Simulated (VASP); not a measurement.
# MnO2 (P-3m1) in VASP: single point with LDA

Aim: the single point of MnO2 with LDA.

Everything below comes from runs of VASP 6.6.1. Logs are shortened: lines on timing, memory, paths and dates and some standing lists are left out, and cuts for length are marked.

## (1) The cell of the first run

It takes space group P-3m1 (No. 164, trigonal). Conventional cell: a = 2.857 Å, b = 2.857 Å, c = 4.601 Å, α = 90.00°, β = 90.00°, γ = 120.00°. Within 2.5 Å of Mn (site symmetry -3m) lie 6 O at 1.90 Å. Within 2.5 Å of O (site symmetry 3m) lie 3 Mn at 1.90 Å.

## (2) Single point, LDA, collinear spin, ferromagnetic start

Contents of INCAR:

```
SYSTEM = MnO2
PREC = Accurate
ENCUT = 520
EDIFF = 1E-6
ISMEAR = -1
SIGMA = 0.03
LREAL = .FALSE.
LASPH = .TRUE.
NELM = 150
ALGO = Normal
ISIF = 2
LWAVE = .FALSE.
LCHARG = .FALSE.
ISPIN = 2
MAGMOM = 4 0 0
LORBIT = 11
LMAXMIX = 4
NBANDS = 24
```

Contents of KPOINTS:

```
regular mesh
0
G
  10 10 6
  0 0 0
```

Contents of POSCAR:

```
MnO2
1.0
    2.8565781804      0.0000000000      0.0000000000
   -1.4282890902      2.4738692722      0.0000000000
    0.0000000000      0.0000000000      4.6013740589
Mn O
1 2
Direct
    0.0000000000      0.0000000000      0.5000000000
    0.6666666667      0.3333333333      0.2937074300
    0.3333333333      0.6666666667      0.7062925700
```

Potentials or basis: VASP PAW LDA potentials, release 64 (Mn_pv, O).

The run is started by

```bash
$ cat potpaw_LDA.64/Mn_pv/POTCAR potpaw_LDA.64/O/POTCAR > POTCAR
$ mpirun -np 1 vasp_std > vasp.out
```

OUTCAR:

```text
SYSTEM = MnO2
   PREC = Accurate
   ENCUT = 520
   EDIFF = 1E-6
   ISMEAR = -1
   LREAL = .FALSE.
   LASPH = .TRUE.
   NELM = 150
   ISIF = 2
   ISPIN = 2
   LORBIT = 11

 ion  position               nearest neighbor table
   1  0.000  0.000  0.500-   2 1.90   3 1.90   2 1.90   3 1.90   2 1.90   3 1.90
   2  0.667  0.333  0.294-   1 1.90   1 1.90   1 1.90
   3  0.333  0.667  0.706-   1 1.90   1 1.90   1 1.90

  LATTYP: Found a hexagonal cell.
 ALAT       =     2.8565781804
 C/A-ratio  =     1.6107992739

  Lattice vectors:

 A1 = (   2.8565781804,   0.0000000000,   0.0000000000)
 A2 = (  -1.4282890902,   2.4738692722,   0.0000000000)
 A3 = (   0.0000000000,   0.0000000000,   4.6013740589)

Analysis of symmetry for initial positions (statically):
=====================================================================
 Subroutine PRICEL returns:
 Original cell was already a primitive cell.

 Routine SETGRP: Setting up the symmetry group for a
 hexagonal supercell.

 Subroutine GETGRP returns: Found 12 space group operations
 (whereof 12 operations were pure point group operations)
 out of a pool of 24 trial point group operations.

The static configuration has the point symmetry D_3d.

Analysis of symmetry for dynamics (positions and initial velocities):
=====================================================================
 Subroutine PRICEL returns:
 Original cell was already a primitive cell.

 Routine SETGRP: Setting up the symmetry group for a
 hexagonal supercell.

 Subroutine GETGRP returns: Found 12 space group operations
 (whereof 12 operations were pure point group operations)
 out of a pool of 24 trial point group operations.

The dynamic configuration has the point symmetry D_3d.

Analysis of structural, dynamic, and magnetic symmetry:
=====================================================================
 Subroutine PRICEL returns:
 Original cell was already a primitive cell.

 Routine SETGRP: Setting up the symmetry group for a
 hexagonal supercell.

 Subroutine GETGRP returns: Found 12 space group operations
 (whereof 12 operations were pure point group operations)
 out of a pool of 24 trial point group operations.

The overall configuration has the point symmetry D_3d.

 Subroutine INISYM returns: Found 12 space group operations
 (whereof 12 operations are pure point group operations),
 and found     1 'primitive' translations

[... 120 lines left out ...]
   LORBIT       =     11    0 simple, 1 ext, 2 COOP (PROOUT), +10 PAW based schemes
   GGA     = CA    functional components
   LHFCALC =     F    Hartree Fock is set to
   AEXX    =    0.0000 exact exchange contribution
   IVDW    =     0    specifies the selected vdW correction
   LEPSILON=     F    determine dielectric tensor
   LRPA    =     F    only Hartree local field effects (RPA)
 spin polarized calculation
  energy-cutoff  :      520.00
  volume of cell :       32.52
 maximum number of plane-waves:       892
 NGX is ok and might be reduce to    24
   NGX = 11   NGY = 11   NGZ = 17

 number of electron      24.9999997 magnetization       2.9996963

 Free energy of the ion-electron system (eV)
  ---------------------------------------------------
  ext. energy  EPLUGINS =         0.00000000
  ---------------------------------------------------
  free energy    TOTEN  =       -26.11839350 eV

  energy without entropy =      -26.11835376  energy(sigma->0) =      -26.11837363

 E-fermi :   3.3153     XC(G=0): -11.4410

 val. band max:        3.1613396282   @ k =   0.1000   0.0000   0.5000
 cond. band min:       3.4705450155   @ k =   0.0000   0.0000   0.5000
 fundamental gap:      0.3092053874
 Fermi energy:         3.3153268385

 spin component 1

 k-point     1 :       0.0000    0.0000    0.0000
  band No.  band energies     occupation
      1     -46.7867      1.00000
      2     -46.7867      1.00000
      3     -46.7485      1.00000
      4     -16.4565      1.00000
      5     -14.0407      1.00000
      6      -3.3344      1.00000
[... 637 lines left out ...]
     23      23.3346      0.00000
     24      25.9776      0.00000

 [... further k-points ...]

 spin component 2

 k-point     1 :       0.0000    0.0000    0.0000
  band No.  band energies     occupation
      1     -44.0057      1.00000
      2     -44.0057      1.00000
      3     -43.8490      1.00000
      4     -16.2468      1.00000
      5     -13.8690      1.00000
      6      -2.5986      1.00000
[... 637 lines left out ...]
     23      23.8422      0.00000
     24      26.2285      0.00000

 [... further k-points ...]

------------------------ aborting loop because EDIFF is reached ----------------------------------------

  FORCE on cell =-STRESS in cart. coord.  units (eV):
  Direction    XX          YY          ZZ          XY          YZ          ZX
  --------------------------------------------------------------------------------------
  -------------------------------------------------------------------------------------
  Total       -1.8194556     -1.8194556     -1.1623601     -0.0000000     -0.0000000     -0.0000000
  in kB      -89.6482134    -89.6482135    -57.2718068     -0.0000000     -0.0000000     -0.0000000
  external PRESSURE =     -78.8560779 kB  Pullay stress =       0.0000000 kB

 VOLUME and BASIS-vectors are now :
 -----------------------------------------------------------------------------
  energy-cutoff  :      520.00
  volume of cell :       32.52
      direct lattice vectors                 reciprocal lattice vectors
     2.856578180  0.000000000  0.000000000     0.350069187  0.202112539  0.000000000
    -1.428289090  2.473869272  0.000000000     0.000000000  0.404225078  0.000000000
     0.000000000  0.000000000  4.601374059     0.000000000  0.000000000  0.217326387

 POSITION                                       TOTAL-FORCE (eV/Angst)
 -----------------------------------------------------------------------------------
      0.00000      0.00000      2.30069        -0.000000      0.000000      0.000000
      1.42829      0.82462      1.35146        -0.000000      0.000000      0.455357
     -0.00000      1.64925      3.24992         0.000000      0.000000     -0.455357
 -----------------------------------------------------------------------------------
    total drift:                               -0.000000      0.000000      0.000000

  FREE ENERGIE OF THE ION-ELECTRON SYSTEM (eV)
  ---------------------------------------------------
  free  energy   TOTEN  =       -26.1183935002 eV

  energy  without entropy=      -26.1183537632  energy(sigma->0) =      -26.11837363

 total charge

# of ion       s       p       d       tot
------------------------------------------
    1        0.358   6.470   4.956  11.783
    2        1.570   3.390   0.000   4.960
    3        1.570   3.390   0.000   4.960
--------------------------------------------------
tot          3.498  13.249   4.956  21.703

 magnetization (x)

# of ion       s       p       d       tot
------------------------------------------
    1        0.029   0.036   2.719   2.784
    2        0.004   0.057   0.000   0.061
    3        0.004   0.057   0.000   0.061
--------------------------------------------------
tot          0.037   0.149   2.719   2.906
```

OSZICAR:

```text
N       E                     dE             d eps       ncg     rms          rms(c)
DAV:   1     0.240075799367E+03    0.24008E+03   -0.14057E+04  6936   0.119E+03
DAV:   2    -0.195300917186E+02   -0.25961E+03   -0.24371E+03  7584   0.360E+02
DAV:   3    -0.334607102769E+02   -0.13931E+02   -0.13854E+02  8008   0.902E+01
DAV:   4    -0.335824048194E+02   -0.12169E+00   -0.12168E+00  7664   0.882E+00
DAV:   5    -0.335837605149E+02   -0.13557E-02   -0.13557E-02  8256   0.896E-01    0.314E+01
DAV:   6    -0.336309928394E+02   -0.47232E-01   -0.96205E+01  8296   0.758E+01    0.416E+01
DAV:   7    -0.273485607960E+02    0.62824E+01   -0.11014E+02  7960   0.784E+01    0.151E+01
DAV:   8    -0.263581390397E+02    0.99042E+00   -0.27525E+00  7624   0.149E+01    0.611E+00
DAV:   9    -0.261189810828E+02    0.23916E+00   -0.99963E-01  9768   0.918E+00    0.210E+00
DAV:  10    -0.261220426257E+02   -0.30615E-02   -0.84818E-02  7368   0.192E+00    0.113E+00
DAV:  11    -0.261184127827E+02    0.36298E-02   -0.61722E-03  7584   0.590E-01    0.427E-01
DAV:  12    -0.261185355934E+02   -0.12281E-03   -0.50037E-04  7648   0.213E-01    0.162E-01
DAV:  13    -0.261183967057E+02    0.13889E-03   -0.53828E-04  8224   0.256E-01    0.438E-02
DAV:  14    -0.261183927162E+02    0.39895E-05   -0.93447E-05  8144   0.907E-02    0.226E-02
DAV:  15    -0.261183938111E+02   -0.10949E-05   -0.59630E-06  6400   0.206E-02    0.118E-02
DAV:  16    -0.261183935002E+02    0.31090E-06   -0.21442E-06  4456   0.173E-02
   1 F= -.26118394E+02 E0= -.26118374E+02  d E =-.397370E-04  mag=     2.9998
```

Wall time 91 s (1 thread of AMD EPYC 7R13 (Zen 3), shared host); peak memory 0.17 GiB.

What came out:

| Item | Value |
| --- | --- |
| Free energy | -26.1184 eV |
| Pressure | -7.9 GPa |
| Largest force | 0.455 eV/Å |
| Band gap on the k mesh | 0.31 eV, indirect (least direct gap 0.35 eV) |
| Net moment | 3.00 μB per cell |
| Site moments | Mn +2.78; O +0.06 μB |
| Valence electrons inside the program's atomic spheres | Mn 11.78; O 4.96 |

Forces on the atoms (eV/Å):
```
Mn   0.000  0.000  0.000
O    0.000  0.000  0.455
O    0.000  0.000 -0.455
```

Caveat: a cell with one magnetic atom can't hold antiferromagnetic order, which such compounds often take.
